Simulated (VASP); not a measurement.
## Re: single point with LDA

The system is Re.

```xyz
2
Lattice="2.7608 0.0000 0.0000 -1.3804 2.3909 0.0000 0.0000 0.0000 4.4582" Properties=species:S:1:pos:R:3 pbc="T T T"
Re    1.3804    0.7970    3.3436
Re    0.0000    1.5939    1.1145
```

```yaml
Program: VASP 6.6.1
Task: single point
Functional: LDA
Potentials_or_basis: VASP PAW LDA potentials, release 64 (Re_sv_GW)
Cutoff: 560 eV
k_mesh: 6 × 6 × 4
Occupations: fermi-dirac, width 0.05 eV
Spin: no spin polarisation
Dipole_correction: no
Further_INCAR_settings: ALGO = Normal; EDIFF = 1e-06; NBANDS = 22
```

The pressure is -9.5 GPa and the band gap on the k mesh is zero (bands 15 and 16 overlap by 2.91 eV).

Stress tensor (GPa, compression positive):
```
-9.94  0.00  0.00
 0.00 -9.94  0.00
 0.00  0.00 -8.62
```

Levels at points of the mesh, in eV from the Fermi level:
| k point | band 12 | band 13 | band 14 | band 15 | band 16 | band 17 | band 18 | band 19 |
| --- | --- | --- | --- | --- | --- | --- | --- | --- |
| (0.00, 0.00, 0.00) | -1.55 | -1.55 | -0.72 | -0.72 | 0.20 | 0.20 | 0.79 | 3.38 |
| (0.50, 0.00, 0.00) | -1.91 | -1.60 | -1.31 | -0.55 | 4.01 | 4.41 | 4.55 | 6.14 |
| (0.00, 0.00, 0.50) | -2.32 | -1.68 | -1.68 | -1.68 | -1.68 | 2.57 | 2.57 | 2.57 |
| (0.50, 0.00, 0.50) | -4.05 | 0.41 | 0.41 | 1.05 | 1.05 | 4.32 | 4.32 | 4.85 |

It took 7.5 s on 1 thread of Intel(R) Xeon(R) Platinum 8488C (Sapphire Rapids) (shared host), peak memory 0.14 GiB.

Caveat: the k points lie up to 0.44 Å⁻¹ apart, too coarse for converged energies and pressures of a metal; spin-orbit coupling is left out, which moves the levels of the heavy elements.
